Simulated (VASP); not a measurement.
# PtS2 (I4_1/amd) in VASP: notebook, part 2 of 2

VASP 6.6.1. Earlier steps stand in the parts before.

**3. Single point, r2SCAN**

This run uses another cell than the first one, of 21.42 Å³/atom, 0.974 times its volume.

POSCAR

```
PtS2
1.0
   -2.3468323584      2.3468323584      5.8339769241
    2.3468323584     -2.3468323584      5.8339769241
    2.3468323584      2.3468323584     -5.8339769241
Pt S
2 4
Direct
    0.7500000000      0.2500000000      0.5000000000
    0.0000000000      0.0000000000      0.0000000000
    0.5499624776      0.0499624776      0.5000000000
    0.7999624776      0.7999624776      0.0000000000
    0.2000375224      0.2000375224      0.0000000000
    0.9500375224      0.4500375224      0.5000000000
```

INCAR.step1

```
SYSTEM = PtS2
PREC     = Accurate       ! precision mode
ENCUT    = 520            ! plane-wave cutoff, eV
ISMEAR   = -1             ! smearing method
SIGMA    = 0.02           ! smearing width, eV
LREAL    = .FALSE.        ! projectors in reciprocal space
LASPH    = .TRUE.         ! aspherical terms in the spheres
NELM     = 60             ! most SCF steps
NBANDS   = 31             ! bands
GGA      = PE             ! functional
ALGO     = Normal         ! electronic algorithm
EDIFF    = 1E-4           ! SCF threshold, eV
LWAVE    = .TRUE.         ! write WAVECAR
LCHARG   = .FALSE.        ! write CHGCAR
```

INCAR.step2

```
SYSTEM = PtS2
PREC     = Accurate       ! precision mode
ENCUT    = 520            ! plane-wave cutoff, eV
EDIFF    = 1E-7           ! SCF threshold, eV
ISMEAR   = -1             ! smearing method
SIGMA    = 0.02           ! smearing width, eV
LREAL    = .FALSE.        ! projectors in reciprocal space
LASPH    = .TRUE.         ! aspherical terms in the spheres
NELM     = 60             ! most SCF steps
ALGO     = Normal         ! electronic algorithm
ISIF     = 2              ! what is computed and relaxed
LWAVE    = .FALSE.        ! write WAVECAR
LCHARG   = .TRUE.         ! write CHGCAR
METAGGA  = R2SCAN         ! meta-GGA
LMIXTAU  = .TRUE.       
LELF     = .TRUE.         ! ELF
LVHAR    = .TRUE.       
NBANDS   = 31             ! bands
ISTART   = 1
```

KPOINTS

```
Automatic mesh
0
G
  8 8 8
  0 0 0
```

Potentials or basis: VASP PAW PBE potentials, release 64 (Pt, S).

Run with:

```sh
> cat potpaw_PBE.64/Pt/POTCAR potpaw_PBE.64/S/POTCAR > POTCAR
> cp INCAR.step1 INCAR
> mpirun -np 1 vasp_std > vasp.out
> cp INCAR.step2 INCAR
> mpirun -np 1 vasp_std > vasp.out
```

OUTCAR:

```text
SYSTEM = PtS2
   PREC = Accurate
   ENCUT = 520
   EDIFF = 1E-7
   ISMEAR = -1
   LREAL = .FALSE.
   LASPH = .TRUE.
   NELM = 60
   ISIF = 2
   METAGGA = R2SCAN
   ISTART = 1

 ion  position               nearest neighbor table
   1  0.750  0.250  0.500-   3 2.33   6 2.33   4 2.42   5 2.42   4 2.42   5 2.42
   2  0.000  0.000  0.000-   4 2.33   5 2.33   3 2.42   6 2.42   3 2.42   6 2.42
   3  0.550  0.050  0.500-   1 2.33   2 2.42   2 2.42
   4  0.800  0.800  0.000-   2 2.33   1 2.42   1 2.42
   5  0.200  0.200  0.000-   2 2.33   1 2.42   1 2.42
   6  0.950  0.450  0.500-   1 2.33   2 2.42   2 2.42

  LATTYP: Found a body centered tetragonal cell.
 ALAT       =     4.6936647168
 C/A-ratio  =     2.4858941898

  Lattice vectors:

 A1 = (  -2.3468323584,   2.3468323584,   5.8339769241)
 A2 = (   2.3468323584,  -2.3468323584,   5.8339769241)
 A3 = (   2.3468323584,   2.3468323584,  -5.8339769241)

Analysis of symmetry for initial positions (statically):
=====================================================================
 Subroutine PRICEL returns:
 Original cell was already a primitive cell.

 Routine SETGRP: Setting up the symmetry group for a
 body centered tetragonal supercell.

 Subroutine GETGRP returns: Found 16 space group operations
 (whereof  8 operations were pure point group operations)
 out of a pool of 16 trial point group operations.

The static configuration has the point symmetry D_2d.
 The point group associated with its full space group is D_4h.

Analysis of symmetry for dynamics (positions and initial velocities):
=====================================================================
 Subroutine PRICEL returns:
 Original cell was already a primitive cell.

 Routine SETGRP: Setting up the symmetry group for a
 body centered tetragonal supercell.

[... 125 lines left out ...]
   NUPDOWN=      -1.0000    fix difference up-down
   EMIN   =  10.00;   EMAX   =-10.00  energy-range for DOS
   EFERMI =   0.00;   METHOD = LEGACY
   ISMEAR =    -1;   SIGMA  =   0.02  broadening in eV -4-tet -1-fermi 0-gaus
   EFERMI_NEDOS =   21; number of points for ismear=-14 and -15
   IALGO  =     38    algorithm
   IMIX   =      4    mixing-type and parameters
     AMIX     =   0.40;   BMIX     =  1.00
     AMIX_MAG =   1.60;   BMIX_MAG =  1.00
  volume/ion in A,a.u.               =      21.42       144.56
  Fermi-wavevector in a.u.,A,eV,Ry     =   1.145239  2.164188 17.845024  1.311572
  Thomas-Fermi vector in A             =   2.281928
   LORBIT       =      0    0 simple, 1 ext, 2 COOP (PROOUT), +10 PAW based schemes
   METAGGA = R2SCAN    functional components
   LHFCALC =     F    Hartree Fock is set to
   AEXX    =    0.0000 exact exchange contribution
   IVDW    =     0    specifies the selected vdW correction
   LEPSILON=     F    determine dielectric tensor
   LRPA    =     F    only Hartree local field effects (RPA)
 non-spin polarized calculation
  energy-cutoff  :      520.00
  volume of cell :      128.53
 maximum number of plane-waves:      3497
 NGX is ok and might be reduce to    50
   NGX = 25   NGY = 25   NGZ = 25

 number of electron      43.9999998 magnetization

 Free energy of the ion-electron system (eV)
  ---------------------------------------------------
  ext. energy  EPLUGINS =         0.00000000
  ---------------------------------------------------
  free energy    TOTEN  =      -135.07821896 eV

  energy without entropy =     -135.07572628  energy(sigma->0) =     -135.07697262

 E-fermi :   4.3648     XC(G=0): -10.3093

 val. band max:        4.3630910332   @ k =   0.1250   0.1250   0.0000
 cond. band min:       4.3851771492   @ k =  -0.3750  -0.3750   0.3750
 fundamental gap:      0.0220861161
 Fermi energy:         4.3648105737

 k-point     1 :       0.0000    0.0000    0.0000
  band No.  band energies     occupation
      1     -10.9269      2.00000
      2      -9.4325      2.00000
      3      -8.9164      2.00000
      4      -8.2892      2.00000
      5      -2.4244      2.00000
      6      -2.2994      2.00000
[... 805 lines left out ...]
     30      12.5958      0.00000
     31      12.9145      0.00000

 [... further k-points ...]
[... 5 lines left out ...]
  --------------------------------------------------------------------------------------
  -------------------------------------------------------------------------------------
  Total       -0.0635242     -0.0635242     -0.0153359      0.0000000      0.0000000      0.0000000
  in kB       -0.7918828     -0.7918828     -0.1911744      0.0000000      0.0000000      0.0000000
  external PRESSURE =      -0.5916466 kB  Pullay stress =       0.0000000 kB

 VOLUME and BASIS-vectors are now :
 -----------------------------------------------------------------------------
  energy-cutoff  :      520.00
  volume of cell :      128.53
      direct lattice vectors                 reciprocal lattice vectors
    -2.346832358  2.346832358  5.833976924     0.000000000  0.213053139  0.085704830
     2.346832358 -2.346832358  5.833976924     0.213053139  0.000000000  0.085704830
     2.346832358  2.346832358 -5.833976924     0.213053139  0.213053139  0.000000000

 POSITION                                       TOTAL-FORCE (eV/Angst)
 -----------------------------------------------------------------------------------
      0.00000      2.34683      2.91699         0.000000      0.000000     -0.000000
      0.00000      0.00000      0.00000         0.000000      0.000000     -0.000000
      0.00000      2.34683      0.58296         0.000000      0.000000      0.012569
      0.00000      0.00000      9.33393        -0.000000     -0.000000      0.012569
      0.00000      0.00000      2.33403        -0.000000     -0.000000     -0.012569
      0.00000      2.34683      5.25102         0.000000      0.000000     -0.012569
 -----------------------------------------------------------------------------------
    total drift:                               -0.000000     -0.000000     -0.000000

  FREE ENERGIE OF THE ION-ELECTRON SYSTEM (eV)
  ---------------------------------------------------
  free  energy   TOTEN  =      -135.0782189568 eV

  energy  without entropy=     -135.0757262840  energy(sigma->0) =     -135.07697262
```

OUTCAR.step1:

```text
SYSTEM = PtS2
   PREC = Accurate
   ENCUT = 520
   ISMEAR = -1
   LREAL = .FALSE.
   LASPH = .TRUE.
   NELM = 60
[... 1054 lines left out ...]
      0.00000      0.00000      9.33393        -0.000000      0.000000      0.022533
      0.00000      0.00000      2.33403        -0.000000      0.000000     -0.022533
      0.00000      2.34683      5.25102         0.000000     -0.000000     -0.022533
 -----------------------------------------------------------------------------------
    total drift:                               -0.000000     -0.000000     -0.000000

  FREE ENERGIE OF THE ION-ELECTRON SYSTEM (eV)
  ---------------------------------------------------
  free  energy   TOTEN  =       -28.5064395512 eV

  energy  without entropy=      -28.5002716822  energy(sigma->0) =      -28.50335562
```

Run time: 19 min. Hardware: 1 thread of AMD EPYC 9R45 (Zen 5), shared host; peak memory 0.47 GiB.

Results:

```
Free energy            : -135.0782 eV
Pressure               : -0.1 GPa
Largest force          : 0.013 eV/Å
Band gap on the k mesh : zero (band 22 reaches 4.40 eV, above the bottom of band 23 at 4.02 eV)
```

Forces on the atoms (eV/Å):
```
Pt   0.000  0.000  0.000
Pt   0.000  0.000  0.000
S    0.000  0.000  0.013
S    0.000  0.000  0.013
S    0.000  0.000 -0.013
S    0.000  0.000 -0.013
```

Levels at points of the mesh, in eV from the Fermi level:
```
           k point  band 18  band 19  band 20  band 21  band 22  band 23  band 24  band 25  band 26  band 27
(0.00, 0.00, 0.00)    -1.62    -1.02    -0.94    -0.94    -0.91     0.28     0.34     0.34     1.13     5.23
(0.50, 0.00, 0.00)    -1.85    -1.44    -1.20    -0.55     0.04     0.13     0.30     2.65     2.75     5.52
(0.50, 0.50, 0.00)    -2.26    -0.50    -0.50    -0.30    -0.30     2.70     2.70     2.80     2.80     7.14
(0.50, 0.50, 0.50)    -1.59    -1.46    -1.46    -0.62    -0.62     0.42     0.42     0.53     0.53     4.07
```

Caveat: the PAW data sets were made with another functional, which shifts forces and pressure a little; spin-orbit coupling is left out, which moves the levels of the heavy elements.

**4. Single point, r2SCAN**

This run uses another cell than the first one, of 21.42 Å³/atom, 0.974 times its volume.

POSCAR is that of step 3.

INCAR.step1

```
PREC = Accurate ; ENCUT = 520
ISMEAR = -1 ; SIGMA = 0.02
LREAL = False ; LASPH = True
NELM = 100 ; NBANDS = 31
GGA = PE ; ALGO = Normal
EDIFF = 1E-4 ; LWAVE = True
LCHARG = False
```

INCAR.step2

```
PREC = Accurate ; ENCUT = 520
EDIFF = 1E-7 ; ISMEAR = -1
SIGMA = 0.02 ; LREAL = False
LASPH = True ; NELM = 100
ALGO = Normal ; ISIF = 2
LWAVE = False ; LCHARG = False
METAGGA = R2SCAN ; LMIXTAU = True
NBANDS = 31 ; ISTART = 1
```

KPOINTS

```
Automatic mesh
0
Gamma
  8 8 8
```

Run with:

```sh
> cat potpaw_PBE.64/Pt/POTCAR potpaw_PBE.64/S/POTCAR > POTCAR
> cp INCAR.step1 INCAR
> mpirun -np 1 vasp_std > vasp.out
> cp INCAR.step2 INCAR
> mpirun -np 1 vasp_std > vasp.out
```

Run time: 19 min. Hardware: 1 thread of AMD EPYC 9R45 (Zen 5), shared host; peak memory 0.47 GiB.

It converged, with:

- Free energy: -135.0782 eV
- Pressure: -0.1 GPa
- Largest force: 0.013 eV/Å
- Band gap on the k mesh: zero (band 22 reaches 4.40 eV, above the bottom of band 23 at 4.02 eV)

Forces on the atoms (eV/Å):
```
Pt   0.000  0.000  0.000
Pt   0.000  0.000  0.000
S    0.000  0.000  0.013
S    0.000  0.000  0.013
S    0.000  0.000 -0.013
S    0.000  0.000 -0.013
```

Levels at points of the mesh, in eV from the Fermi level:
```tsv
k point	band 19	band 20	band 21	band 22	band 23	band 24	band 25	band 26
(0.00, 0.00, 0.00)	-1.02	-0.94	-0.94	-0.91	0.28	0.34	0.34	1.13
(0.50, 0.00, 0.00)	-1.44	-1.20	-0.55	0.04	0.13	0.30	2.65	2.75
(0.50, 0.50, 0.00)	-0.50	-0.50	-0.30	-0.30	2.70	2.70	2.80	2.80
(0.50, 0.50, 0.50)	-1.46	-1.46	-0.62	-0.62	0.42	0.42	0.53	0.53
```

Caveat: the PAW data sets were made with another functional, which shifts forces and pressure a little; spin-orbit coupling is left out, which moves the levels of the heavy elements.
